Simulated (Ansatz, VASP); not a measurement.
**TlMo: VASP beside Ansatz**

```xyz
2
Lattice="2.9563 0.0000 0.0000 0.0000 2.9563 0.0000 0.0000 0.0000 4.4506" Properties=species:S:1:pos:R:3 pbc="T T T"
Tl    1.4781    1.4781    2.2253
Mo    0.0000    0.0000    0.0000
```

Alike in both runs: functional PBE; k mesh 18 × 18 × 12; occupations gaussian, width 0.1 eV; no spin polarisation.

Ansatz relaxed the structure, and its values are those at the end. VASP's run is a single point on that final structure, the one shown.

|  | VASP | Ansatz |
| --- | --- | --- |
| version | VASP 6.6.1 | Ansatz 0.2.0 |
| potentials or method | VASP PAW PBE potentials, release 64 (Tl_d, Mo_sv), cutoff 520 eV | scalar-relativistic, plane waves, PAW |
| valence electrons in the cell | 27 | 27 |

Ansatz gave:

| Property | Result |
| --- | --- |
| gap on the k mesh at the Fermi level (eV) | none |
| pressure (GPa) | 0.0 |

What did VASP give for the same quantities?

gap on the k mesh at the Fermi level (eV): none; pressure (GPa): 0.1.

A gap of «none» marks a metal or a gap that the smearing closes.

Neither program's run includes spin-orbit coupling.
